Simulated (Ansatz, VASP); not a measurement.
**Two plane-wave programs on Na2Zr**

```
Na Zr
1.0
     0.00000    3.76758    3.76758
     3.76758    0.00000    3.76758
     3.76758    3.76758    0.00000
Na Zr
2 1
Direct
  0.25000 0.25000 0.25000
  0.75000 0.75000 0.75000
  0.00000 0.00000 0.00000
```

Alike in both runs: functional PBE; k mesh 6 × 6 × 6; occupations gaussian, width 0.1 eV; no spin polarisation.

Ansatz relaxed the structure, and its values are those at the end. VASP's run is a single point on that final structure, the one shown.

|  | VASP | Ansatz |
| --- | --- | --- |
| version | VASP 6.6.1 | Ansatz 0.2.0 |
| potentials or method | VASP PAW PBE potentials, release 64 (Na_pv, Zr_sv), cutoff 520 eV | scalar-relativistic, plane waves, PAW |
| valence electrons in the cell | 26 | 30 |

|  | VASP | Ansatz | Ansatz less VASP |
| --- | --- | --- | --- |
| gap on the k mesh at the Fermi level (eV) | none | none | - |
| pressure (GPa) | 0.1 | 0.1 | 0.00 |

A gap of «none» marks a metal or a gap that the smearing closes. VASP's potentials hold 26 valence electrons a cell and Ansatz's 30, so a difference there can come from the potentials and not from the codes.
